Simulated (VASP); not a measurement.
# CoSi2 in VASP: single point with PBE+D3(BJ)

Aim: the single point of CoSi2 with PBE+D3(BJ).

Everything below comes from runs of VASP 6.6.1. Logs are shortened: lines on timing, memory, paths and dates and some standing lists are left out, and cuts for length are marked.

### 1 The cell of the first run

The cell holds a slab with vacuum, 24 atoms: a = 7.501 Å, b = 7.501 Å, c = 20.594 Å, α = 90.00°, β = 90.00°, γ = 120.00°.

### 2 Single point, PBE+D3(BJ)

INCAR

```
SYSTEM = CoSi2
PREC = Accurate
ENCUT = 520
EDIFF = 1E-6
ISMEAR = 0
SIGMA = 0.1
LREAL = Auto
LASPH = .TRUE.
NELM = 80
ALGO = Normal
ISIF = 2
LWAVE = .FALSE.
LCHARG = .FALSE.
LDIPOL = .TRUE.
IDIPOL = 3
DIPOL = 0.5 0.5 0.500
GGA = PE
IVDW = 12
NBANDS = 86
```

KPOINTS

```
regular mesh
0
G
  3 3 1
  0 0 0
```

POSCAR

```
CoSi2
1.0
    7.5013146777      0.0000000000      0.0000000000
   -3.7506573389      6.4963290727      0.0000000000
    0.0000000000      0.0000000000     20.5935983401
Si Co
16 8
Direct
    0.5000000000      0.5000000000      0.3884702356
    0.5000000000      0.0000000000      0.3884702356
    0.0000000000      0.5000000000      0.3884702356
    0.0000000000      0.0000000000      0.3884702356
    0.6666666667      0.3333333333      0.4628234119
    0.6666666667      0.8333333333      0.4628234119
    0.1666666667      0.3333333333      0.4628234119
    0.1666666667      0.8333333333      0.4628234119
    0.8333333333      0.6666666667      0.5355748582
    0.8333333333      0.1666666667      0.5355748582
    0.3333333333      0.6666666667      0.5355748582
    0.3333333333      0.1666666667      0.5355748582
    0.0000000000      0.5000000000      0.6100580073
    0.0000000000      0.0000000000      0.6100580073
    0.5000000000      0.5000000000      0.6100580073
    0.5000000000      0.0000000000      0.6100580073
    0.3333333333      0.1666666667      0.4256468238
    0.3333333333      0.6666666667      0.4256468238
    0.8333333333      0.1666666667      0.4256468238
    0.8333333333      0.6666666667      0.4256468238
    0.6666666667      0.3333333333      0.5759631782
    0.6666666667      0.8333333333      0.5759631782
    0.1666666667      0.3333333333      0.5759631782
    0.1666666667      0.8333333333      0.5759631782
```

Potentials or basis: VASP PAW PBE potentials, release 64 (Si, Co).

The run is started by

```sh
$ cat potpaw_PBE.64/Si/POTCAR potpaw_PBE.64/Co/POTCAR > POTCAR
$ mpirun -np 1 vasp_std > vasp.out
```

OUTCAR:

```text
SYSTEM = CoSi2
   PREC = Accurate
   ENCUT = 520
   EDIFF = 1E-6
   ISMEAR = 0
   LREAL = Auto
   LASPH = .TRUE.
   NELM = 80
   ISIF = 2
   GGA = PE
   IVDW = 12
 IVDW          = 12

 ion  position               nearest neighbor table
   1  0.500  0.500  0.388-  20 2.30  17 2.30  18 2.30   7 2.65   6 2.65   5 2.65
   2  0.500  0.000  0.388-  19 2.30  18 2.30  17 2.30   8 2.65   5 2.65   6 2.65
   3  0.000  0.500  0.388-  18 2.30  19 2.30  20 2.30   5 2.65   8 2.65   7 2.65
   4  0.000  0.000  0.388-  17 2.30  20 2.30  19 2.30   6 2.65   7 2.65   8 2.65
   5  0.667  0.333  0.463-  19 2.30  17 2.30  20 2.30  21 2.33  10 2.63  12 2.63   9 2.63   3 2.65
                             2 2.65   1 2.65
   6  0.667  0.833  0.463-  20 2.30  18 2.30  19 2.30  22 2.33   9 2.63  11 2.63  10 2.63   4 2.65
                             1 2.65   2 2.65
   7  0.167  0.333  0.463-  17 2.30  19 2.30  18 2.30  23 2.33  12 2.63  10 2.63  11 2.63   1 2.65
                             4 2.65   3 2.65
   8  0.167  0.833  0.463-  18 2.30  20 2.30  17 2.30  24 2.33  11 2.63   9 2.63  12 2.63   2 2.65
                             3 2.65   4 2.65
   9  0.833  0.667  0.536-  20 2.26  22 2.32  24 2.32  21 2.32   6 2.63   8 2.63   5 2.63  15 2.65
                            14 2.65  13 2.65
  10  0.833  0.167  0.536-  19 2.26  21 2.32  23 2.32  22 2.32   5 2.63   7 2.63   6 2.63  16 2.65
                            13 2.65  14 2.65
  11  0.333  0.667  0.536-  18 2.26  24 2.32  22 2.32  23 2.32   8 2.63   6 2.63   7 2.63  13 2.65
                            16 2.65  15 2.65
  12  0.333  0.167  0.536-  17 2.26  23 2.32  21 2.32  24 2.32   7 2.63   5 2.63   8 2.63  14 2.65
                            15 2.65  16 2.65
  13  0.000  0.500  0.610-  21 2.28  24 2.28  23 2.28  11 2.65  10 2.65   9 2.65
  14  0.000  0.000  0.610-  22 2.28  23 2.28  24 2.28  12 2.65   9 2.65  10 2.65
  15  0.500  0.500  0.610-  23 2.28  22 2.28  21 2.28   9 2.65  12 2.65  11 2.65
  16  0.500  0.000  0.610-  24 2.28  21 2.28  22 2.28  10 2.65  11 2.65  12 2.65
  17  0.333  0.167  0.426-  12 2.26   7 2.30   5 2.30   8 2.30   4 2.30   1 2.30   2 2.30
  18  0.333  0.667  0.426-  11 2.26   8 2.30   6 2.30   7 2.30   3 2.30   2 2.30   1 2.30
  19  0.833  0.167  0.426-  10 2.26   5 2.30   7 2.30   6 2.30   2 2.30   3 2.30   4 2.30
  20  0.833  0.667  0.426-   9 2.26   6 2.30   8 2.30   5 2.30   1 2.30   4 2.30   3 2.30
  21  0.667  0.333  0.576-  13 2.28  16 2.28  15 2.28  10 2.32  12 2.32   9 2.32   5 2.33
  22  0.667  0.833  0.576-  14 2.28  15 2.28  16 2.28   9 2.32  11 2.32  10 2.32   6 2.33
  23  0.167  0.333  0.576-  15 2.28  14 2.28  13 2.28  12 2.32  10 2.32  11 2.32   7 2.33
  24  0.167  0.833  0.576-  16 2.28  13 2.28  14 2.28  11 2.32   9 2.32  12 2.32   8 2.33

  LATTYP: Found a hexagonal cell.
 ALAT       =     7.5013146777
 C/A-ratio  =     2.7453318818

  Lattice vectors:

 A1 = (   7.5013146777,   0.0000000000,   0.0000000000)
 A2 = (  -3.7506573389,   6.4963290727,   0.0000000000)
 A3 = (   0.0000000000,   0.0000000000,  20.5935983401)

Analysis of symmetry for initial positions (statically):
=====================================================================
 Subroutine PRICEL returns following result:

  LATTYP: Found a hexagonal cell.
 ALAT       =     3.7506573389
 C/A-ratio  =     5.4906637636

  Lattice vectors:

 A1 = (   3.7506573389,   0.0000000000,   0.0000000000)
 A2 = (  -1.8753286695,   3.2481645364,   0.0000000000)
 A3 = (   0.0000000000,   0.0000000000,  20.5935983401)

   4 primitive cells build up your supercell.

 Routine SETGRP: Setting up the symmetry group for a
 hexagonal supercell.

 Subroutine GETGRP returns: Found  6 space group operations
 (whereof  6 operations were pure point group operations)
 out of a pool of 24 trial point group operations.

The static configuration has the point symmetry C_3v.

Analysis of symmetry for dynamics (positions and initial velocities):
=====================================================================
 Subroutine PRICEL returns following result:

  LATTYP: Found a hexagonal cell.
 ALAT       =     3.7506573389
 C/A-ratio  =     5.4906637636

  Lattice vectors:

 A1 = (   3.7506573389,   0.0000000000,   0.0000000000)
 A2 = (  -1.8753286695,   3.2481645364,   0.0000000000)
 A3 = (   0.0000000000,   0.0000000000,  20.5935983401)

   4 primitive cells build up your supercell.

 Routine SETGRP: Setting up the symmetry group for a
 hexagonal supercell.

 Subroutine GETGRP returns: Found  6 space group operations
 (whereof  6 operations were pure point group operations)
 out of a pool of 24 trial point group operations.

The dynamic configuration has the point symmetry C_3v.

 Subroutine INISYM returns: Found  6 space group operations
 (whereof  6 operations are pure point group operations),
 and found     4 'primitive' translations

----------------------------------------------------------------------------------------

                                     Primitive cell

  volume of cell :     250.8867

  direct lattice vectors                    reciprocal lattice vectors
     3.750657339  0.000000000  0.000000000     0.266619931  0.153933089  0.000000000
    -1.875328669  3.248164536  0.000000000     0.000000000  0.307866178  0.000000000
     0.000000000  0.000000000 20.593598340     0.000000000  0.000000000  0.048558779

  length of vectors
     3.750657339  3.750657339 20.593598340     0.307866178  0.307866178  0.048558779

  position of ions in fractional coordinates (direct lattice)
     1.000000000  1.000000000  0.388470236
     0.333333333  0.666666667  0.462823412
     0.666666667  0.333333333  0.535574858
     1.000000000  1.000000000  0.610058007
     0.666666667  0.333333333  0.425646824
     0.333333333  0.666666667  0.575963178

  ion indices of the primitive-cell ions
   primitive index   ion index
                 1           1
                 2           5
                 3          11
                 4          15
                 5          18
                 6          21

----------------------------------------------------------------------------------------

 KPOINTS: regular mesh

Automatic generation of k-mesh.
 Grid dimensions read from file:
 generate k-points for:    3    3    1

 Generating k-lattice:

  Cartesian coordinates                     Fractional coordinates (reciprocal lattice)
     0.044436655  0.025655515  0.000000000     0.333333333 -0.000000000  0.000000000
     0.000000000  0.051311030  0.000000000     0.000000000  0.333333333  0.000000000
     0.000000000  0.000000000  0.048558779     0.000000000  0.000000000  1.000000000

  Length of vectors
     0.051311030  0.051311030  0.048558779

  Shift w.r.t. Gamma in fractional coordinates (k-lattice)
     0.000000000  0.000000000  0.000000000

 Subroutine IBZKPT returns following result:
 ===========================================

 Found      3 irreducible k-points:

 Following reciprocal coordinates:
            Coordinates               Weight
  0.000000  0.000000  0.000000      1.000000
  0.333333  0.000000  0.000000      6.000000
  0.333333  0.333333  0.000000      2.000000
   k-points           NKPTS =      3   k-points in BZ     NKDIM =      3   number of bands    NBANDS=     86
   number of dos      NEDOS =    301   number of ions     NIONS =     24
   total plane-waves  NPLWV = 501760
   dimension x,y,z NGX =    56 NGY =   56 NGZ =  160
   dimension x,y,z NGXF=   112 NGYF=  112 NGZF=  320
   ions per type =              16   8
   NGX,Y,Z   is equivalent  to a cutoff of  12.41, 12.41, 12.92 a.u.
   NGXF,Y,Z  is equivalent  to a cutoff of  24.82, 24.82, 25.83 a.u.
 SYSTEM =  CoSi2
   PREC   = accura    normal or accurate (medium, high low for compatibility)
   ISTART =      0    job   : 0-new  1-cont  2-samecut
   ICHARG =      2    charge: 1-file 2-atom 10-const
   ISPIN  =      1    spin polarized calculation?
   LNONCOLLINEAR =      F non collinear calculations
   LSORBIT =      F    spin-orbit coupling
   LASPH  =      T    aspherical Exc in radial PAW
   ENCUT  =  520.0 eV  38.22 Ry    6.18 a.u.  13.95 13.95 38.29*2*pi/ulx,y,z
   NELM   =     80;   NELMIN=  2; NELMDL= -5     # of ELM steps
   EDIFF  = 0.1E-05   stopping-criterion for ELM
   LREAL  =      T    real-space projection
   EDIFFG = 0.1E-04   stopping-criterion for IOM
   NSW    =      0    number of steps for IOM
   IBRION =     -1    ionic relax: 0-MD 1-quasi-New 2-CG
   NFREE  =      0    steps in history (QN), initial steepest desc. (CG)
   ISIF   =      2    stress and relaxation
   ISYM   =      2    0-nonsym 1-usesym 2-fastsym
   POTIM  = 0.5000    time-step for ionic-motion
   TEBEG  =    0.0;   TEEND  =   0.0 temperature during run
   PSTRESS=    0.0 pullay stress
   NELECT =     136.0000    total number of electrons
   NUPDOWN=      -1.0000    fix difference up-down
   EMIN   =  10.00;   EMAX   =-10.00  energy-range for DOS
   EFERMI =   0.00;   METHOD = LEGACY
   ISMEAR =     0;   SIGMA  =   0.10  broadening in eV -4-tet -1-fermi 0-gaus
   EFERMI_NEDOS =   21; number of points for ismear=-14 and -15
   IALGO  =     38    algorithm
   IMIX   =      4    mixing-type and parameters
     AMIX     =   0.40;   BMIX     =  1.00
     AMIX_MAG =   1.60;   BMIX_MAG =  1.00
  volume/ion in A,a.u.               =      41.81       282.18
  Fermi-wavevector in a.u.,A,eV,Ry     =   0.840895  1.589062  9.620746  0.707105
  Thomas-Fermi vector in A             =   1.955352
   LORBIT       =      0    0 simple, 1 ext, 2 COOP (PROOUT), +10 PAW based schemes
   GGA     = PE    functional components
   LHFCALC =     F    Hartree Fock is set to
   AEXX    =    0.0000 exact exchange contribution
   IVDW    =    12    specifies the selected vdW correction
   LEPSILON=     F    determine dielectric tensor
   LRPA    =     F    only Hartree local field effects (RPA)
 non-spin polarized calculation
 Gauss-broadening in eV      SIGMA  =   0.10
  energy-cutoff  :      520.00
  volume of cell :     1003.55
 maximum number of plane-waves:     27036
 NGX is ok and might be reduce to    56
   NGX = 27   NGY = 27   NGZ = 77

 dipolmoment           0.000000      0.000000     -0.010662 electrons x Angstroem

 number of electron     136.0000001 magnetization

 dipolmoment           0.000000      0.000000      0.030091 electrons x Angstroem

 Free energy of the ion-electron system (eV)
  ---------------------------------------------------
  ext. energy  EPLUGINS =         0.00000000
  ---------------------------------------------------
  free energy    TOTEN  =      -145.65033840 eV

  energy without entropy =     -145.60399263  energy(sigma->0) =     -145.62716552

 E-fermi :  -0.3810     XC(G=0):  -4.4779

 val. band max:       -0.5607896112   @ k =   0.3333   0.0000   0.0000
 cond. band min:      -0.3767112657   @ k =   0.3333   0.3333   0.0000
 fundamental gap:      0.1840783455
 Fermi energy:        -0.3810137262

 k-point     1 :       0.0000    0.0000    0.0000
  band No.  band energies     occupation
      1     -12.9460      2.00000
      2     -10.9036      2.00000
      3     -10.0056      2.00000
      4     -10.0056      2.00000
      5     -10.0056      2.00000
      6      -9.4691      2.00000
[... 72 lines left out ...]
     79       1.8020      0.00000
     80       1.8020      0.00000

 k-point     2 :       0.3333    0.0000    0.0000
  band No.  band energies     occupation
      1     -12.5695      2.00000
      2     -11.4720      2.00000
      3     -10.5290      2.00000
      4     -10.4355      2.00000
      5     -10.4355      2.00000
      6      -9.4754      2.00000
[... 72 lines left out ...]
     79       1.6949      0.00000
     80       1.8860      0.00000

 k-point     3 :       0.3333    0.3333    0.0000
  band No.  band energies     occupation
      1     -11.8315      2.00000
      2     -11.8315      2.00000
      3     -11.8315      2.00000
      4      -9.8110      2.00000
      5      -9.8110      2.00000
      6      -9.8110      2.00000
[... 72 lines left out ...]
     79       2.3182      0.00000
     80       2.3182      0.00000
 [bands above 80 left out]

------------------------ aborting loop because EDIFF is reached ----------------------------------------

 vacuum level on the upper side and lower side of the slab       (xc-potential included)        -0.050        -0.155

 Edisp (eV)   -7.14395

 E8    (eV) :    -3.1630

  FORCE on cell =-STRESS in cart. coord.  units (eV):
  Direction    XX          YY          ZZ          XY          YZ          ZX
  --------------------------------------------------------------------------------------
  -------------------------------------------------------------------------------------
  Total      -9.11311    -9.11311     0.15307     0.00000     0.00000    -0.00000
  in kB     -14.54922   -14.54922     0.24437     0.00000     0.00000    -0.00000
  external pressure =       -9.62 kB  Pullay stress =        0.00 kB

 VOLUME and BASIS-vectors are now :
 -----------------------------------------------------------------------------
  energy-cutoff  :      520.00
  volume of cell :     1003.55
      direct lattice vectors                 reciprocal lattice vectors
     7.501314678  0.000000000  0.000000000     0.133309965  0.076966544  0.000000000
    -3.750657339  6.496329073  0.000000000     0.000000000  0.153933089  0.000000000
     0.000000000  0.000000000 20.593598340     0.000000000  0.000000000  0.048558779

 POSITION                                       TOTAL-FORCE (eV/Angst)
 -----------------------------------------------------------------------------------
      1.87533      3.24816      8.00000         0.000000      0.000000      0.305474
      3.75066      0.00000      8.00000         0.000000     -0.000000      0.305474
     -1.87533      3.24816      8.00000         0.000000      0.000000      0.305474
      0.00000      0.00000      8.00000         0.000000     -0.000000      0.305474
      3.75066      2.16544      9.53120         0.000000      0.000000      0.363515
      1.87533      5.41361      9.53120         0.000000     -0.000000      0.363515
[... 16 lines left out ...]
      0.00000      2.16544     11.86115         0.000000     -0.000000     -0.005641
     -1.87533      5.41361     11.86115         0.000000     -0.000000     -0.005641
 -----------------------------------------------------------------------------------
    total drift:                               -0.000000      0.000000     -0.000840

  FREE ENERGIE OF THE ION-ELECTRON SYSTEM (eV)
  ---------------------------------------------------
  free  energy   TOTEN  =      -152.7942875287 eV

  energy  without entropy=     -152.7479417537  energy(sigma->0) =     -152.77111464

 vacuum level on the upper side and lower side of the slab         4.591         4.485
```

It took 10 min on 1 thread of AMD EPYC 9R45 (Zen 5), shared host; peak memory 0.94 GiB.

Results:

| Quantity | Value |
| --- | --- |
| Free energy | -152.7943 eV |
| Largest force | 0.679 eV/Å |
| Dispersion energy per atom | -0.298 eV |

Forces on the atoms (eV/Å):
```
Si   0.000  0.000  0.305
Si   0.000  0.000  0.305
Si   0.000  0.000  0.305
Si   0.000  0.000  0.305
Si   0.000  0.000  0.364
Si   0.000  0.000  0.364
Si   0.000  0.000  0.364
Si   0.000  0.000  0.364
Si   0.000  0.000  0.019
Si   0.000  0.000  0.019
Si   0.000  0.000  0.019
Si   0.000  0.000  0.019
Si   0.000  0.000 -0.003
Si   0.000  0.000 -0.003
Si   0.000  0.000 -0.003
Si   0.000  0.000 -0.003
Co   0.000  0.000 -0.679
Co   0.000  0.000 -0.679
Co   0.000  0.000 -0.679
Co   0.000  0.000 -0.679
Co   0.000  0.000 -0.006
Co   0.000  0.000 -0.006
Co   0.000  0.000 -0.006
Co   0.000  0.000 -0.006
```
